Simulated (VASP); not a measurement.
# AlRu5 (P-6m2) in VASP: a series of runs

The runs below take AlRu5 through single point, relaxation of cell and atoms, with PBE.

Program: VASP 6.6.1. These are calculated values, not measurements. Logs are shortened: lines on timing, memory, paths and dates and some standing lists are left out, and cuts for length are marked.

## (1) The cell of the first run

The structure is hexagonal, space group P-6m2 (No. 187). Conventional cell: a = 2.756 Å, b = 2.756 Å, c = 12.632 Å, α = 90.00°, β = 90.00°, γ = 120.00°. Within 3.5 Å of Al (site symmetry -6m2) lie 6 Ru at 2.63 Å and 6 Al at 2.76 Å. Within 3.5 Å of Ru (site symmetry 3m) lie 3 Al at 2.63 Å and 9 Ru at 2.64 to 2.76 Å. Within 3.5 Å of Ru (site symmetry 3m) lie 12 Ru at 2.64 to 2.76 Å. Within 3.5 Å of Ru (site symmetry -6m2) lie 12 Ru at 2.65 to 2.76 Å.

## (2) Single point, PBE

The input, INCAR:

```
PREC     = Accurate       # precision mode
ENCUT    = 520            # plane-wave cutoff, eV
EDIFF    = 1E-6           # SCF threshold, eV
ISMEAR   = 0              # smearing method
SIGMA    = 0.2            # smearing width, eV
LREAL    = F              # projectors in reciprocal space
LASPH    = T              # aspherical terms in the spheres
NELM     = 80             # most SCF steps
ALGO     = Normal         # electronic algorithm
ISIF     = 2              # what is computed and relaxed
LWAVE    = F              # write WAVECAR
LCHARG   = F              # write CHGCAR
GGA      = PE             # functional
NBANDS   = 46             # bands
```

The input, KPOINTS:

```
Automatic mesh
0
Gamma
  7 7 2
```

The input, POSCAR:

```
AlRu5
1.0
    2.7563183670      0.0000000000      0.0000000000
   -1.3781591835      2.3870417267      0.0000000000
    0.0000000000      0.0000000000     12.6323957926
Al Ru
1 5
Direct
    0.0000000000      0.0000000000      0.0000000000
    0.3333333333      0.6666666667      0.1654721582
    0.0000000000      0.0000000000      0.3325971088
    0.3333333333      0.6666666667      0.5000000000
    0.3333333333      0.6666666667      0.8345278418
    0.0000000000      0.0000000000      0.6674028912
```

Potentials or basis: VASP PAW PBE potentials, release 64 (Al, Ru_pv).

The run is started by

```
cat potpaw_PBE.64/Al/POTCAR potpaw_PBE.64/Ru_pv/POTCAR > POTCAR
mpirun -np 1 vasp_std > vasp.out
```

OUTCAR:

```text
PREC = Accurate
   ENCUT = 520
   EDIFF = 1E-6
   ISMEAR = 0
   LREAL = F
   LASPH = T
   NELM = 80
   ISIF = 2
   GGA = PE

 ion  position               nearest neighbor table
   1  0.000  0.000  0.000-   2 2.63   5 2.63   2 2.63   5 2.63   2 2.63   5 2.63
   2  0.333  0.667  0.165-   1 2.63   1 2.63   1 2.63   3 2.64   3 2.64   3 2.64
   3  0.000  0.000  0.333-   2 2.64   2 2.64   2 2.64   4 2.65   4 2.65   4 2.65
   4  0.333  0.667  0.500-   3 2.65   6 2.65   3 2.65   6 2.65   3 2.65   6 2.65
   5  0.333  0.667  0.835-   1 2.63   1 2.63   1 2.63   6 2.64   6 2.64   6 2.64
   6  0.000  0.000  0.667-   5 2.64   5 2.64   5 2.64   4 2.65   4 2.65   4 2.65

  LATTYP: Found a hexagonal cell.
 ALAT       =     2.7563183670
 C/A-ratio  =     4.5830684669

  Lattice vectors:

 A1 = (   2.7563183670,   0.0000000000,   0.0000000000)
 A2 = (  -1.3781591835,   2.3870417267,   0.0000000000)
 A3 = (   0.0000000000,   0.0000000000,  12.6323957926)

Analysis of symmetry for initial positions (statically):
=====================================================================
 Subroutine PRICEL returns:
 Original cell was already a primitive cell.

 Routine SETGRP: Setting up the symmetry group for a
 hexagonal supercell.

 Subroutine GETGRP returns: Found 12 space group operations
 (whereof 12 operations were pure point group operations)
 out of a pool of 24 trial point group operations.

The static configuration has the point symmetry D_3h.

Analysis of symmetry for dynamics (positions and initial velocities):
=====================================================================
 Subroutine PRICEL returns:
 Original cell was already a primitive cell.

 Routine SETGRP: Setting up the symmetry group for a
 hexagonal supercell.

 Subroutine GETGRP returns: Found 12 space group operations
 (whereof 12 operations were pure point group operations)
 out of a pool of 24 trial point group operations.

The dynamic configuration has the point symmetry D_3h.

 Subroutine INISYM returns: Found 12 space group operations
 (whereof 12 operations are pure point group operations),
 and found     1 'primitive' translations

----------------------------------------------------------------------------------------

                                     Primitive cell

  volume of cell :      83.1142

  direct lattice vectors                    reciprocal lattice vectors
     2.756318367  0.000000000  0.000000000     0.362802792  0.209464290  0.000000000
    -1.378159183  2.387041727  0.000000000     0.000000000  0.418928580  0.000000000
     0.000000000  0.000000000 12.632395793     0.000000000  0.000000000  0.079161548

  length of vectors
     2.756318367  2.756318367 12.632395793     0.418928580  0.418928580  0.079161548

  position of ions in fractional coordinates (direct lattice)
     0.000000000  0.000000000  0.000000000
     0.333333333  0.666666667  0.165472158
     0.000000000  0.000000000  0.332597109
     0.333333333  0.666666667  0.500000000
     0.333333333  0.666666667  0.834527842
     0.000000000  0.000000000  0.667402891

  ion indices of the primitive-cell ions
   primitive index   ion index
                 1           1
                 2           2
                 3           3
                 4           4
                 5           5
                 6           6

----------------------------------------------------------------------------------------

 KPOINTS: Automatic mesh

Automatic generation of k-mesh.
 Grid dimensions read from file:
 generate k-points for:    7    7    2

 Generating k-lattice:

  Cartesian coordinates                     Fractional coordinates (reciprocal lattice)
     0.051828970  0.029923470  0.000000000     0.142857143  0.000000000  0.000000000
     0.000000000  0.059846940  0.000000000     0.000000000  0.142857143  0.000000000
     0.000000000  0.000000000  0.039580774     0.000000000  0.000000000  0.500000000

  Length of vectors
     0.059846940  0.059846940  0.039580774

  Shift w.r.t. Gamma in fractional coordinates (k-lattice)
     0.000000000  0.000000000  0.000000000

 Subroutine IBZKPT returns following result:
 ===========================================

 Found     16 irreducible k-points:

 Following reciprocal coordinates:
            Coordinates               Weight
  0.000000  0.000000  0.000000      1.000000
  0.142857  0.000000  0.000000      6.000000
  0.285714  0.000000  0.000000      6.000000
  0.428571 -0.000000  0.000000      6.000000
  0.142857  0.142857  0.000000      6.000000
  0.285714  0.142857  0.000000     12.000000
[... 8 lines left out ...]
  0.428571  0.142857  0.500000      6.000000
  0.285714  0.285714  0.500000      6.000000
   k-points           NKPTS =     16   k-points in BZ     NKDIM =     16   number of bands    NBANDS=     46
   number of dos      NEDOS =    301   number of ions     NIONS =      6
   total plane-waves  NPLWV =  38400
   dimension x,y,z NGX =    20 NGY =   20 NGZ =   96
   dimension x,y,z NGXF=    40 NGYF=   40 NGZF=  192
   ions per type =               1   5
   NGX,Y,Z   is equivalent  to a cutoff of  12.06, 12.06, 12.63 a.u.
   NGXF,Y,Z  is equivalent  to a cutoff of  24.13, 24.13, 25.27 a.u.
 SYSTEM =  unknown system
   PREC   = accura    normal or accurate (medium, high low for compatibility)
   ISTART =      0    job   : 0-new  1-cont  2-samecut
   ICHARG =      2    charge: 1-file 2-atom 10-const
   ISPIN  =      1    spin polarized calculation?
   LNONCOLLINEAR =      F non collinear calculations
   LSORBIT =      F    spin-orbit coupling
   LASPH  =      T    aspherical Exc in radial PAW
   ENCUT  =  520.0 eV  38.22 Ry    6.18 a.u.   5.12  5.12 23.49*2*pi/ulx,y,z
   NELM   =     80;   NELMIN=  2; NELMDL= -5     # of ELM steps
   EDIFF  = 0.1E-05   stopping-criterion for ELM
   LREAL  =      F    real-space projection
   EDIFFG = 0.1E-04   stopping-criterion for IOM
   NSW    =      0    number of steps for IOM
   IBRION =     -1    ionic relax: 0-MD 1-quasi-New 2-CG
   NFREE  =      0    steps in history (QN), initial steepest desc. (CG)
   ISIF   =      2    stress and relaxation
   ISYM   =      2    0-nonsym 1-usesym 2-fastsym
   POTIM  = 0.5000    time-step for ionic-motion
   TEBEG  =    0.0;   TEEND  =   0.0 temperature during run
   PSTRESS=    0.0 pullay stress
   NELECT =      73.0000    total number of electrons
   NUPDOWN=      -1.0000    fix difference up-down
   EMIN   =  10.00;   EMAX   =-10.00  energy-range for DOS
   EFERMI =   0.00;   METHOD = LEGACY
   ISMEAR =     0;   SIGMA  =   0.20  broadening in eV -4-tet -1-fermi 0-gaus
   EFERMI_NEDOS =   21; number of points for ismear=-14 and -15
   IALGO  =     38    algorithm
   IMIX   =      4    mixing-type and parameters
     AMIX     =   0.40;   BMIX     =  1.00
     AMIX_MAG =   1.60;   BMIX_MAG =  1.00
  volume/ion in A,a.u.               =      13.85        93.48
  Fermi-wavevector in a.u.,A,eV,Ry     =   1.567800  2.962713 33.443091  2.457998
  Thomas-Fermi vector in A             =   2.669926
   LORBIT       =      0    0 simple, 1 ext, 2 COOP (PROOUT), +10 PAW based schemes
   GGA     = PE    functional components
   LHFCALC =     F    Hartree Fock is set to
   AEXX    =    0.0000 exact exchange contribution
   IVDW    =     0    specifies the selected vdW correction
   LEPSILON=     F    determine dielectric tensor
   LRPA    =     F    only Hartree local field effects (RPA)
 non-spin polarized calculation
 Gauss-broadening in eV      SIGMA  =   0.20
  energy-cutoff  :      520.00
  volume of cell :       83.11
 maximum number of plane-waves:      2257
   NGX = 11   NGY = 11   NGZ = 47

 number of electron      72.9999993 magnetization

 Free energy of the ion-electron system (eV)
  ---------------------------------------------------
  ext. energy  EPLUGINS =         0.00000000
  ---------------------------------------------------
  free energy    TOTEN  =       -50.63993839 eV

  energy without entropy =      -50.53590008  energy(sigma->0) =      -50.58791923

 E-fermi :  11.9667     XC(G=0): -13.4598

 val. band max:       11.8588089654   @ k =   0.1429   0.0000   0.5000
 cond. band min:      11.9810595634   @ k =   0.2857   0.2857   0.0000
 fundamental gap:      0.1222505980
 Fermi energy:        11.9667351843

 k-point     1 :       0.0000    0.0000    0.0000
  band No.  band energies     occupation
      1     -31.5818      2.00000
      2     -31.2890      2.00000
      3     -30.9351      2.00000
      4     -30.7799      2.00000
      5     -30.7799      2.00000
      6     -30.7465      2.00000
[... 38 lines left out ...]
     45      13.0634      0.00000
     46      13.0634      0.00000

 k-point     2 :       0.1429    0.0000    0.0000
  band No.  band energies     occupation
      1     -31.5324      2.00000
      2     -31.2782      2.00000
      3     -31.0114      2.00000
      4     -30.8965      2.00000
      5     -30.8172      2.00000
      6     -30.7783      2.00000
[... 38 lines left out ...]
     45      13.6565      0.00000
     46      15.9380      0.00000

 k-point     3 :       0.2857    0.0000    0.0000
  band No.  band energies     occupation
      1     -31.4353      2.00000
      2     -31.3202      2.00000
      3     -31.2081      2.00000
      4     -31.1505      2.00000
      5     -30.9451      2.00000
      6     -30.8978      2.00000
[... 38 lines left out ...]
     45      14.7456      0.00000
     46      16.8979      0.00000

 k-point     4 :       0.4286   -0.0000    0.0000
  band No.  band energies     occupation
      1     -31.4959      2.00000
      2     -31.4508      2.00000
      3     -31.3422      2.00000
      4     -31.2354      2.00000
      5     -31.0803      2.00000
      6     -31.0078      2.00000
[... 528 lines left out ...]
     45      15.8463      0.00000
     46      17.7667      0.00000

 k-point    15 :       0.4286    0.1429    0.5000
  band No.  band energies     occupation
      1     -31.4805      2.00000
      2     -31.4363      2.00000
      3     -31.3406      2.00000
      4     -31.2026      2.00000
      5     -31.1041      2.00000
      6     -31.0543      2.00000
[... 38 lines left out ...]
     45      17.0208      0.00000
     46      17.4008      0.00000

 k-point    16 :       0.2857    0.2857    0.5000
  band No.  band energies     occupation
      1     -31.4114      2.00000
      2     -31.3537      2.00000
      3     -31.3048      2.00000
      4     -31.1844      2.00000
      5     -31.1738      2.00000
      6     -31.1255      2.00000
[... 38 lines left out ...]
     45      17.5003      0.00000
     46      18.1007      0.00000

------------------------ aborting loop because EDIFF is reached ----------------------------------------

  FORCE on cell =-STRESS in cart. coord.  units (eV):
  Direction    XX          YY          ZZ          XY          YZ          ZX
  --------------------------------------------------------------------------------------
  -------------------------------------------------------------------------------------
  Total       -0.0547980     -0.0547980     -0.1065637     -0.0000000      0.0000000     -0.0000000
  in kB       -1.0563315     -1.0563315     -2.0542104     -0.0000000      0.0000000     -0.0000000
  external PRESSURE =      -1.3889578 kB  Pullay stress =       0.0000000 kB

 VOLUME and BASIS-vectors are now :
 -----------------------------------------------------------------------------
  energy-cutoff  :      520.00
  volume of cell :       83.11
      direct lattice vectors                 reciprocal lattice vectors
     2.756318367  0.000000000  0.000000000     0.362802792  0.209464290  0.000000000
    -1.378159183  2.387041727  0.000000000     0.000000000  0.418928580  0.000000000
     0.000000000  0.000000000 12.632395793     0.000000000  0.000000000  0.079161548

 POSITION                                       TOTAL-FORCE (eV/Angst)
 -----------------------------------------------------------------------------------
      0.00000      0.00000      0.00000        -0.000000      0.000000      0.000000
     -0.00000      1.59136      2.09031         0.000000      0.000000      0.007294
      0.00000      0.00000      4.20150        -0.000000     -0.000000     -0.004901
     -0.00000      1.59136      6.31620        -0.000000      0.000000      0.000000
     -0.00000      1.59136     10.54209         0.000000      0.000000     -0.007294
      0.00000      0.00000      8.43090        -0.000000     -0.000000      0.004901
 -----------------------------------------------------------------------------------
    total drift:                               -0.000001      0.000000      0.000000

  FREE ENERGIE OF THE ION-ELECTRON SYSTEM (eV)
  ---------------------------------------------------
  free  energy   TOTEN  =       -50.6399383917 eV

  energy  without entropy=      -50.5359000753  energy(sigma->0) =      -50.58791923
```

It took 65 s on 1 thread of Intel Xeon 8259CL, shared host; peak memory 0.21 GiB.

What came out:

- Free energy: -50.6399 eV
- Pressure: -0.1 GPa
- Largest force: 0.007 eV/Å
- Band gap on the k mesh: zero (an odd number of electrons rules out a gap without spin polarisation)

Forces in eV/Å, atoms in the order of the input:
```
Al   0.000  0.000  0.000
Ru   0.000  0.000  0.007
Ru   0.000  0.000 -0.005
Ru   0.000  0.000  0.000
Ru   0.000  0.000 -0.007
Ru   0.000  0.000  0.005
```

Stress tensor (GPa, compression positive):
```
-0.11  0.00  0.00
 0.00 -0.11  0.00
 0.00  0.00 -0.21
```

Caveat: the k points lie up to 0.38 Å⁻¹ apart, too coarse for converged energies and pressures of a metal.

(Part 1 of 3 ends here.)

The gap in the log of VASP goes by the Fermi energy; the results here count the filled bands.